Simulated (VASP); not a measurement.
A run of VASP 6.6.1 is set up as follows.

File INCAR:

```
SYSTEM = AlNi3
ALGO = Fast
EDIFF = 1E-6
ENCUT = 520
GGA = PS
ISIF = 2
ISMEAR = 0
LASPH = .True.
LCHARG = .False.
LREAL = .False.
LWAVE = .False.
NBANDS = 24
NELM = 100
PREC = Accurate
SIGMA = 0.15
```

KPOINTS

```
k-points
0
Gamma
  14 14 14
  0 0 0
```

The input POSCAR:

```
AlNi3
1.0
    0.0000000000      2.7984078593      2.9103441737
    2.7984078593      0.0000000000      2.9103441737
    2.7984078593      2.7984078593      0.0000000000
Al Ni
1 3
Direct
    0.5000000000      0.5000000000      0.5000000000
    0.2500000000      0.2500000000      0.2500000000
    0.0000000000      0.0000000000      0.0000000000
    0.7500000000      0.7500000000      0.7500000000
```

Potentials or basis: VASP PAW PBE potentials, release 64 (Al, Ni).

Launch:

```bash
$ cat potpaw_PBE.64/Al/POTCAR potpaw_PBE.64/Ni/POTCAR > POTCAR
$ mpirun -np 1 vasp_std > vasp.out
```

Q: Predict the pressure.

A: -7.0 GPa.

Q: Estimate the band gap on the k mesh.

A: Zero (an odd number of electrons rules out a gap without spin polarisation).

Stress tensor (GPa, compression positive):
```
-7.46  0.00  0.00
 0.00 -7.46  0.00
 0.00  0.00 -6.21
```

Caveat: the cell differs from its parent crystal (strain +0.000 along x and y, +0.040 along z); the cell stands under tension; the PAW data sets were made with another functional, which shifts forces and pressure a little. Spin polarisation is off, so any magnetic state and its effect on volume and gap are missing.
